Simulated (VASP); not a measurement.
# W (I4/mmm) in VASP: notebook

Runs on W. Level: PBEsol. Tasks: single point.

Program: VASP 6.6.1. These are calculated values, not measurements. Logs are shortened: lines on timing, memory, paths and dates and some standing lists are left out, and cuts for length are marked.

**1. The cell of the first run**

Symmetry: I4/mmm, No. 139, tetragonal system. The conventional cell has a = 3.060 Å, b = 3.060 Å, c = 3.154 Å, α = 90.00°, β = 90.00°, γ = 90.00°. W (site symmetry 4/mmm) has 14 W at 2.68 to 3.15 Å within 3.5 Å.

**2. Single point, PBEsol (strain -0.030 along x and y, +0.000 along z)**

Input file INCAR:

```
SYSTEM = W
PREC = Accurate
ENCUT = 520
EDIFF = 1E-6
ISMEAR = 0
SIGMA = 0.15
LREAL = .FALSE.
LASPH = .TRUE.
NELM = 100
ALGO = Fast
ISIF = 2
LWAVE = .FALSE.
LCHARG = .FALSE.
GGA = PS
NBANDS = 13
```

Input file KPOINTS:

```
regular mesh
0
G
  26 26 26
  0 0 0
```

Input file POSCAR:

```
W
1.0
   -1.5298647342      1.5298647342      1.5771801384
    1.5298647342     -1.5298647342      1.5771801384
    1.5298647342      1.5298647342     -1.5771801384
W
1
Direct
    0.0000000000      0.0000000000      0.0000000000
```

Potentials or basis: VASP PAW PBE potentials, release 64 (W_sv).

Run with:

```
$ cat potpaw_PBE.64/W_sv/POTCAR > POTCAR
$ mpirun -np 1 vasp_std > vasp.out
```

OUTCAR:

```text
SYSTEM = W
   PREC = Accurate
   ENCUT = 520
   EDIFF = 1E-6
   ISMEAR = 0
   LREAL = .FALSE.
   LASPH = .TRUE.
   NELM = 100
   ISIF = 2
   GGA = PS

 ion  position               nearest neighbor table
   1  0.000  0.000  0.000-

  LATTYP: Found a body centered tetragonal cell.
 ALAT       =     3.0597294684
 C/A-ratio  =     1.0309278351

  Lattice vectors:

 A1 = (  -1.5298647342,   1.5298647342,   1.5771801384)
 A2 = (   1.5298647342,  -1.5298647342,   1.5771801384)
 A3 = (   1.5298647342,   1.5298647342,  -1.5771801384)

Analysis of symmetry for initial positions (statically):
=====================================================================
 Subroutine PRICEL returns:
 Original cell was already a primitive cell.

 Routine SETGRP: Setting up the symmetry group for a
 body centered tetragonal supercell.

 Subroutine GETGRP returns: Found 16 space group operations
 (whereof 16 operations were pure point group operations)
 out of a pool of 16 trial point group operations.

The static configuration has the point symmetry D_4h.

Analysis of symmetry for dynamics (positions and initial velocities):
=====================================================================
 Subroutine PRICEL returns:
 Original cell was already a primitive cell.

 Routine SETGRP: Setting up the symmetry group for a
 body centered tetragonal supercell.

 Subroutine GETGRP returns: Found 16 space group operations
 (whereof 16 operations were pure point group operations)
 out of a pool of 16 trial point group operations.

The dynamic configuration has the point symmetry D_4h.

 Subroutine INISYM returns: Found 16 space group operations
 (whereof 16 operations are pure point group operations),
 and found     1 'primitive' translations

----------------------------------------------------------------------------------------

                                     Primitive cell

  volume of cell :      14.7655

  direct lattice vectors                    reciprocal lattice vectors
    -1.529864734  1.529864734  1.577180138     0.000000000  0.326826280  0.317021492
     1.529864734 -1.529864734  1.577180138     0.326826280  0.000000000  0.317021492
     1.529864734  1.529864734 -1.577180138     0.326826280  0.326826280  0.000000000

  length of vectors
     2.677399746  2.677399746  2.677399746     0.455321912  0.455321912  0.462202158

  position of ions in fractional coordinates (direct lattice)
[... 85 lines left out ...]
   POTIM  = 0.5000    time-step for ionic-motion
   TEBEG  =    0.0;   TEEND  =   0.0 temperature during run
   PSTRESS=    0.0 pullay stress
   NELECT =      14.0000    total number of electrons
   NUPDOWN=      -1.0000    fix difference up-down
   EMIN   =  10.00;   EMAX   =-10.00  energy-range for DOS
   EFERMI =   0.00;   METHOD = LEGACY
   ISMEAR =     0;   SIGMA  =   0.15  broadening in eV -4-tet -1-fermi 0-gaus
   EFERMI_NEDOS =   21; number of points for ismear=-14 and -15
   IALGO  =     68    algorithm
   IMIX   =      4    mixing-type and parameters
     AMIX     =   0.40;   BMIX     =  1.00
     AMIX_MAG =   1.60;   BMIX_MAG =  1.00
  volume/ion in A,a.u.               =      14.77        99.64
  Fermi-wavevector in a.u.,A,eV,Ry     =   1.608305  3.039256 35.193438  2.586645
  Thomas-Fermi vector in A             =   2.704196
   LORBIT       =      0    0 simple, 1 ext, 2 COOP (PROOUT), +10 PAW based schemes
   GGA     = PS    functional components
   LHFCALC =     F    Hartree Fock is set to
   AEXX    =    0.0000 exact exchange contribution
   IVDW    =     0    specifies the selected vdW correction
   LEPSILON=     F    determine dielectric tensor
   LRPA    =     F    only Hartree local field effects (RPA)
 non-spin polarized calculation
 RMM-DIIS sequential band-by-band and
 Gauss-broadening in eV      SIGMA  =   0.15
  energy-cutoff  :      520.00
  volume of cell :       14.77
 maximum number of plane-waves:       414
   NGX =  9   NGY =  9   NGZ =  9

 number of electron      13.9999998 magnetization

 Free energy of the ion-electron system (eV)
  ---------------------------------------------------
  ext. energy  EPLUGINS =         0.00000000
  ---------------------------------------------------
  free energy    TOTEN  =       -13.73069135 eV

  energy without entropy =      -13.72565253  energy(sigma->0) =      -13.72817194

 E-fermi :  12.3529     XC(G=0): -14.1675

 val. band max:       12.3491671142   @ k =  -0.4615   0.3846   0.0385
 cond. band min:      12.3540435378   @ k =  -0.1923   0.1923   0.1154
 fundamental gap:      0.0048764235
 Fermi energy:        12.3528713936

 k-point     1 :       0.0000    0.0000    0.0000
  band No.  band energies     occupation
      1     -61.7317      2.00000
      2     -25.1767      2.00000
      3     -25.1650      2.00000
      4     -25.1650      2.00000
      5       2.2883      2.00000
      6      10.8321      2.00000
      7      10.8321      2.00000
      8      11.2646      2.00000
      9      14.4257      0.00000
     10      15.0184      0.00000
     11      26.6325      0.00000
     12      27.2406      0.00000
     13      27.2406      0.00000
[... 354 lines left out ...]
  band No.  band energies     occupation
      1     -61.5646      2.00000
      2     -26.6649      2.00000
      3     -25.6371      2.00000
      4     -25.1829      2.00000
      5       5.6810      2.00000
      6       8.7396      2.00000
      7      11.8916      1.99999
      8      14.4978      0.00000
      9      15.5395      0.00000
     10      17.9528      0.00000
     11      24.7066      0.00000
     12      25.7973      0.00000
     13      32.0632      0.00000

 [... further k-points ...]

------------------------ aborting loop because EDIFF is reached ----------------------------------------

  FORCE on cell =-STRESS in cart. coord.  units (eV):
  Direction    XX          YY          ZZ          XY          YZ          ZX
  --------------------------------------------------------------------------------------
  -------------------------------------------------------------------------------------
  Total        2.5162805      2.5162805      1.4486039      0.0000000     -0.0000000     -0.0000000
  in kB      273.0374900    273.0374900    157.1856416      0.0000000     -0.0000000     -0.0000000
  external PRESSURE =     234.4202072 kB  Pullay stress =       0.0000000 kB

 VOLUME and BASIS-vectors are now :
 -----------------------------------------------------------------------------
  energy-cutoff  :      520.00
  volume of cell :       14.77
      direct lattice vectors                 reciprocal lattice vectors
    -1.529864734  1.529864734  1.577180138     0.000000000  0.326826280  0.317021492
     1.529864734 -1.529864734  1.577180138     0.326826280  0.000000000  0.317021492
     1.529864734  1.529864734 -1.577180138     0.326826280  0.326826280  0.000000000

 POSITION                                       TOTAL-FORCE (eV/Angst)
 -----------------------------------------------------------------------------------
      0.00000      0.00000      0.00000         0.000000      0.000000      0.000000
 -----------------------------------------------------------------------------------
    total drift:                                0.000000     -0.000000      0.000000

  FREE ENERGIE OF THE ION-ELECTRON SYSTEM (eV)
  ---------------------------------------------------
  free  energy   TOTEN  =       -13.7306913541 eV

  energy  without entropy=      -13.7256525267  energy(sigma->0) =      -13.72817194
```

stdout:

```text
POSCAR found type information on POSCAR W
 POSCAR found :  1 types and       1 ions
 scaLAPACK will be used
 -----------------------------------------------------------------------------
|                                                                             |
|                                                                             |
|     You enforced a specific xc type in the INCAR file but a different       |
|     I HOPE YOU KNOW WHAT YOU ARE DOING!                                     |
|                                                                             |
 -----------------------------------------------------------------------------

 LDA part: xc-table for (Slater+PW92), standard interpolation
 POSCAR, INCAR and KPOINTS ok, starting setup
 FFT: planning ... GRIDC
 FFT: planning ... GRID_SOFT
 FFT: planning ... GRID
 WAVECAR not read
 entering main loop
WARNING in EDDRMM: call to ZHEGV failed, returncode =   6  3     12
WARNING in EDDRMM: call to ZHEGV failed, returncode =   8  4     13
WARNING in EDDRMM: call to ZHEGV failed, returncode =   6  3     12
WARNING in EDDRMM: call to ZHEGV failed, returncode =   8  4     13
WARNING in EDDRMM: call to ZHEGV failed, returncode =   8  4     12
WARNING in EDDRMM: call to ZHEGV failed, returncode =   8  4     13
```

Run time: 5.8 min. Hardware: 1 thread of Intel Xeon 8259CL, shared host; peak memory 0.3 GiB.

What came out:

* Free energy: -13.7307 eV
* Pressure: 23.4 GPa
* Band gap on the k mesh: zero (bands 7 and 8 overlap by 6.78 eV)

Caveat: the cell differs from its parent crystal (strain -0.030 along x and y, +0.000 along z); the stress differs along the axes, from 16 to 27 GPa; the PAW data sets were made with another functional, which shifts forces and pressure a little; spin-orbit coupling is left out, which moves the levels of the heavy elements.

(Part 1 of 2 ends here.)
